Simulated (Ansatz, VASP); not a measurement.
# Nb2Cu in VASP and in Ansatz

```
Nb Cu
1.0
     4.54230    0.00000    0.00000
    -2.27115    3.93374    0.00000
     0.00000    0.00000    2.77141
Nb Cu
2 1
Direct
  0.33333 0.66667 0.50000
  0.66667 0.33333 0.50000
  0.00000 0.00000 0.00000
```

Alike in both runs: functional PBE; k mesh 6 × 6 × 4; occupations gaussian, width 0.1 eV; no spin polarisation.

Ansatz relaxed the structure, and its values are those at the end. VASP's run is a single point on that final structure, the one shown.

```csv
,VASP,Ansatz
version,VASP 6.6.1,Ansatz 0.2.0
potentials or method,"VASP PAW PBE potentials, release 64 (Nb_sv, Cu), cutoff 520 eV","scalar-relativistic, plane waves, PAW"
valence electrons in the cell,37,45
```

```tsv
	VASP	Ansatz	Ansatz less VASP
gap on the k mesh at the Fermi level (eV)	none	none	-
pressure (GPa)	0.0	-0.1	-0.05
```

A gap of «none» marks a metal or a gap that the smearing closes. VASP's potentials hold 37 valence electrons a cell and Ansatz's 45, so a difference there can come from the potentials and not from the codes.

The k mesh is coarse, so the values compare programs but aren't converged.
